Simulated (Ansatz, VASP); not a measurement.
## CaO, level by level in two programs

```
Ca O
1.0
     0.00000    2.40356    2.40356
     2.40356    0.00000    2.40356
     2.40356    2.40356    0.00000
Ca O
1 1
Direct
  0.00000 0.00000 0.00000
  0.50000 0.50000 0.50000
```

Single points on this cell with VASP 6.6.1 and Ansatz 0.2.0. Each row is one pair of runs. Alike in all rows: spin: off; k mesh: 10 × 10 × 10; VASP's potentials, cutoff: VASP PAW PBE potentials, release 64 (Ca_sv, O), 520 eV.

```tsv
level	smearing	Ansatz's potentials, cutoff	gap on the k mesh at the Fermi level (eV), VASP	gap on the k mesh at the Fermi level (eV), Ansatz	least direct gap on the mesh (eV), VASP	least direct gap on the mesh (eV), Ansatz	pressure (GPa), VASP	pressure (GPa), Ansatz
PBE	gaussian, width 0.019 eV	Ansatz PAW, 420 eV	?	3.66	?	4.03	?	1.6
PBE	gaussian, width 0.02 eV	Ansatz PAW, 420 eV	3.64	3.66	4.01	4.03	2.2	1.6
PBE	gaussian, width 0.021 eV	Ansatz PAW, 420 eV	3.64	3.66	4.01	4.03	2.2	1.6
PBE	gaussian, width 0.023 eV	Ansatz PAW, 420 eV	3.64	3.66	4.01	4.03	2.2	1.6
PBE	gaussian, width 0.024 eV	Ansatz PAW, 420 eV	3.64	3.66	4.01	4.03	2.2	1.6
PBE	gaussian, width 0.025 eV	Ansatz PAW, 420 eV	3.64	3.66	4.01	4.03	2.2	1.6
PBEsol	fermi-dirac, width 0.05 eV	Ansatz PAW, 420 eV	3.53	3.56	3.91	3.93	-2.2	-2.7
PBEsol+D3(BJ)	fermi-dirac, width 0.05 eV	JTH PAW, 1380 eV	3.53	3.55	3.91	3.93	-5.3	-5.9
```

Problem. Fill in what VASP gave in row 1.

Solution. gap on the k mesh at the Fermi level (eV): 3.64; least direct gap on the mesh (eV): 4.01; pressure (GPa): 2.2.
